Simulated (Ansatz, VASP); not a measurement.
# TeW: VASP beside Ansatz

```
W Te
1.0
     0.00000    2.91242    2.91242
     2.91242    0.00000    2.91242
     2.91242    2.91242    0.00000
W Te
1 1
Cartesian
  0.0000 0.0000 0.0000
  1.4562 1.4562 1.4562
```

Alike in both runs: task single point; functional PBEsol; k mesh 6 × 6 × 6; occupations gaussian, width 0.1 eV; collinear spin.

|  | VASP | Ansatz |
| --- | --- | --- |
| version | VASP 6.6.1 | Ansatz 0.2.0 |
| potentials or method | VASP PAW PBE potentials, release 64 (W_sv, Te), cutoff 520 eV | scalar-relativistic, plane waves, PAW |
| valence electrons in the cell | 20 | 30 |

Ansatz gave:

| Quantity | Value |
| --- | --- |
| gap on the k mesh at the Fermi level (eV) | none |
| pressure (GPa) | 14.3 |
| net moment per atom (μB) | 0.54 |
| size of the moment on the site where the two differ most (μB) | 0.68 |

Q: Which values does VASP return?

A: gap on the k mesh at the Fermi level (eV): none; pressure (GPa): 14.5; net moment per atom (μB): 0.54; size of the moment on the site where the two differ most (μB): 0.85.

VASP's potentials were made for PBE, not for PBEsol. Site moments also hang on the region over which each program counts them. A gap of «none» marks a metal or a gap that the smearing closes. The functional is the same, so the differences come from potentials, cutoffs and numerics. VASP's potentials hold 20 valence electrons a cell and Ansatz's 30, so a difference there can come from the potentials and not from the codes.

Neither program's run includes spin-orbit coupling.
